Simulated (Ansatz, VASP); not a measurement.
## Two plane-wave programs on Ta

Contents of INCAR:

```
SYSTEM = Ta
PREC = Accurate ; ENCUT = 520
EDIFF = 1E-6 ; ISMEAR = 0
SIGMA = 0.15 ; LREAL = .FALSE.
LASPH = .TRUE. ; NELM = 80
ALGO = Fast ; ISIF = 2
LWAVE = .FALSE. ; LCHARG = .TRUE.
GGA = PE ; LELF = .TRUE.
LVHAR = .TRUE. ; NBANDS = 12
```

File KPOINTS:

```
Automatic mesh
0
G
  18 18 18
  0 0 0
```

File POSCAR:

```
Ta
1.0
   -1.7507551652      1.6594835689      1.4727916674
    1.7507551652     -1.6594835689      1.4727916674
    1.7507551652      1.6594835689     -1.4727916674
Ta
1
Direct
    0.0000000000      0.0000000000      0.0000000000
```

Input for Ansatz:

```yaml
crystal:
  lattice:
    - [-1.7507551652, 1.6594835689, 1.4727916674]
    - [1.7507551652, -1.6594835689, 1.4727916674]
    - [1.7507551652, 1.6594835689, -1.4727916674]
  atoms:
    - { symbol: Ta, position: [0.0, 0.0, 0.0] }
basis:
  ecutwfc: 420
kpoints:
  mp_grid: { grid: [18, 18, 18] }
hamiltonian:
  xc: pbe
  pseudopotentials: { kind: paw, azcp: { folder: soft_1 } }
scf:
  occupations: { method: gaussian, width: 0.15 }
output:
  forces: true
  stress: true
  eigenvalues: true
```

Change from the starting cell: normal strain along x +0.0550, normal strain along z -0.1125.

Alike in both runs: task single point; functional PBE; k mesh 18 × 18 × 18; occupations gaussian, width 0.15 eV; no spin polarisation.

|  | VASP | Ansatz |
| --- | --- | --- |
| version | VASP 6.6.1 | Ansatz 0.2.0 |
| potentials or method | VASP PAW PBE potentials, release 64 (Ta_pv), cutoff 520 eV | scalar-relativistic, plane waves, PAW |
| valence electrons in the cell | 11 | 13 |

VASP gave:

| Quantity | Value |
| --- | --- |
| gap on the k mesh at the Fermi level (eV) | none |
| pressure (GPa) | 17.2 |
| traceless stress, the component that is largest in VASP (GPa) | 9.74 |

What did Ansatz give for the same quantities?

gap on the k mesh at the Fermi level (eV): none; pressure (GPa): 17.0; traceless stress, the component that is largest in VASP (GPa): 9.74.

A gap of «none» marks a metal or a gap that the smearing closes. VASP's potentials hold 11 valence electrons a cell and Ansatz's 13, so a difference there can come from the potentials and not from the codes.

Neither program's run includes spin-orbit coupling.
